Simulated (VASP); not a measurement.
Write the native input for VASP 6.6.1 that does the following.

- Task: single point
- Functional: r2SCAN
- Potentials or basis: VASP PAW PBE potentials, release 64 (Rh_pv, Ce, As)
- Cutoff: 520 eV
- k mesh: 3 × 3 × 5, shifted
- Occupations: fermi-dirac, width 0.1 eV
- Spin: no spin polarisation
- Dipole correction: no
- Further INCAR settings: ALGO = Normal; EDIFF = 1e-06; NBANDS = 72

The system is CeAs4Rh6.

```
CELL_PARAMETERS angstrom
7.34443 0.00000 0.00000
-3.67222 6.36047 0.00000
0.00000 0.00000 3.82979
ATOMIC_POSITIONS crystal
Rh 0.53500 0.46500 0.00000
Rh 0.93000 0.46500 0.00000
Rh 0.53500 0.07000 0.00000
Rh 0.20020 0.79980 0.50000
Rh 0.59960 0.79980 0.50000
Rh 0.20020 0.40040 0.50000
Ce 0.00000 0.00000 0.00000
As 0.81200 0.18800 0.50000
As 0.37600 0.18800 0.50000
As 0.81200 0.62400 0.50000
As 0.33330 0.66670 0.00000
```

These files were run (other wordings do the same):

POSCAR

```
CeAs4Rh6
1.0
    7.3444320000      0.0000000000      0.0000000000
   -3.6722160000      6.3604660000      0.0000000000
    0.0000000000      0.0000000000      3.8297930000
Rh Ce As
6 1 4
Direct
    0.5350000000      0.4650000000      0.0000000000
    0.9300000000      0.4650000000      0.0000000000
    0.5350000000      0.0700000000      0.0000000000
    0.2002000000      0.7998000000      0.5000000000
    0.5996000000      0.7998000000      0.5000000000
    0.2002000000      0.4004000000      0.5000000000
    0.0000000000      0.0000000000      0.0000000000
    0.8120000000      0.1880000000      0.5000000000
    0.3760000000      0.1880000000      0.5000000000
    0.8120000000      0.6240000000      0.5000000000
    0.3333000000      0.6667000000      0.0000000000
```

INCAR.step1

```
SYSTEM = CeAs4Rh6
PREC = Accurate ; ENCUT = 520
ISMEAR = -1 ; SIGMA = 0.1
LREAL = .FALSE. ; LASPH = .TRUE.
NELM = 60 ; NBANDS = 72
GGA = PE ; ALGO = Normal
EDIFF = 1E-4 ; LWAVE = .TRUE.
LCHARG = .FALSE.
```

INCAR.step2

```
SYSTEM = CeAs4Rh6
PREC = Accurate ; ENCUT = 520
EDIFF = 1E-6 ; ISMEAR = -1
SIGMA = 0.1 ; LREAL = .FALSE.
LASPH = .TRUE. ; NELM = 60
ALGO = Normal ; ISIF = 2
LWAVE = .FALSE. ; LCHARG = .FALSE.
METAGGA = R2SCAN ; LMIXTAU = .TRUE.
NBANDS = 72 ; ISTART = 1
```

KPOINTS

```
Automatic mesh
0
Gamma
  3 3 5
  0 0 0.5
```

Potentials or basis: VASP PAW PBE potentials, release 64 (Rh_pv, Ce, As).

Command:

```sh
$ cat potpaw_PBE.64/Rh_pv/POTCAR potpaw_PBE.64/Ce/POTCAR potpaw_PBE.64/As/POTCAR > POTCAR
$ cp INCAR.step1 INCAR
$ mpirun -np 1 vasp_std > vasp.out
$ cp INCAR.step2 INCAR
$ mpirun -np 1 vasp_std > vasp.out
```

Results of the run:

| Quantity | Value |
| --- | --- |
| Pressure | -5.3 GPa |
| Largest force | 0.406 eV/Å |
| Band gap on the k mesh | zero (bands 61 and 62 overlap by 0.50 eV) |

Caveat: the cell stands under tension; the PAW data sets were made with another functional, which shifts forces and pressure a little; spin-orbit coupling is left out, which moves the levels of the heavy elements; semilocal functionals describe open f shells poorly, which spoils levels, moments and volumes.

It took 18 min on 1 thread of AMD EPYC 7R13 Processor (Zen 3) (shared host), peak memory 0.37 GiB.
